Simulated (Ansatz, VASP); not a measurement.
# Hg in VASP and in Ansatz

INCAR

```
ALGO = Normal
EDIFF = 1E-6
ENCUT = 550
GGA = PE
GGA_COMPAT = F
ISIF = 2
ISMEAR = 0
LASPH = T
LCHARG = T
LELF = T
LREAL = F
LVHAR = T
LWAVE = F
NBANDS = 16
NELM = 120
PREC = Accurate
SIGMA = 0.15
```

Contents of KPOINTS:

```
k-points
0
Gamma
  18 18 18
```

Contents of POSCAR:

```
Hg
1.0
    1.6608004371      0.9588635794      2.0552800000
   -1.6608004371      0.9588635794      2.0552800000
    0.0000000000     -1.9177271588      2.0552800000
Hg
1
Direct
    0.0000000000      0.0000000000      0.0000000000
```

Input for Ansatz:

```yaml
crystal:
  lattice:
    - [1.6608004371, 0.9588635794, 2.05528]
    - [-1.6608004371, 0.9588635794, 2.05528]
    - [0.0, -1.9177271588, 2.05528]
  atoms:
    - { symbol: Hg, position: [0.0, 0.0, 0.0] }
basis:
  ecutwfc: 420
kpoints:
  mp_grid: { grid: [18, 18, 18] }
hamiltonian:
  xc: pbe
scf:
  occupations: { method: gaussian, width: 0.15 }
output:
  forces: true
  stress: true
  eigenvalues: true
```

Change from the starting cell: strain -0.040 along x and y, -0.080 along z, atoms carried along.

Alike in both runs: task single point; functional PBE; k mesh 18 × 18 × 18; occupations gaussian, width 0.15 eV; no spin polarisation.

|  | VASP | Ansatz |
| --- | --- | --- |
| version | VASP 6.6.1 | Ansatz 0.2.0 |
| potentials or method | VASP PAW PBE potentials, release 64 (Hg_sv_GW), cutoff 550 eV | scalar-relativistic, plane waves, PAW |
| valence electrons in the cell | 20 | 20 |

VASP gave:

```
gap on the k mesh at the Fermi level (eV)                     : none
pressure (GPa)                                                : 23.5
traceless stress, the component that is largest in VASP (GPa) : 5.31
```

Question: What did Ansatz give for the same quantities?

Answer: gap on the k mesh at the Fermi level (eV): none; pressure (GPa): 23.8; traceless stress, the component that is largest in VASP (GPa): 5.28.

A gap of «none» marks a metal or a gap that the smearing closes.

Spin-orbit coupling is off throughout.
